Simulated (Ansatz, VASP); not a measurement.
Two plane-wave programs on Cu

```
Cu
1.0
     0.00000    1.81459    1.81459
     1.81459    0.00000    1.81459
     1.81459    1.81459    0.00000
Cu
1
Cartesian
  0.0000 0.0000 0.0000
```

Alike in both runs: functional PBE; k mesh 19 × 19 × 19; occupations fermi-dirac, width 0.1 eV; no spin polarisation.

Ansatz relaxed the structure, and its values are those at the end. VASP's run is a single point on that final structure, the one shown.

|  | VASP | Ansatz |
| --- | --- | --- |
| version | VASP 6.6.1 | Ansatz 0.2.0 |
| potentials or method | VASP PAW PBE potentials, release 64 (Cu) | PAW with Ansatz's default frozen-core files, scalar-relativistic |
| plane-wave cutoff (eV) | 600 | 420 |
| valence electrons in the cell | 11 | 19 |

```tsv
	VASP	Ansatz	Ansatz less VASP
pressure (GPa)	0.6	0.0	-0.61
```

VASP's potentials hold 11 valence electrons a cell and Ansatz's 19, so a difference there can come from the potentials and not from the codes.
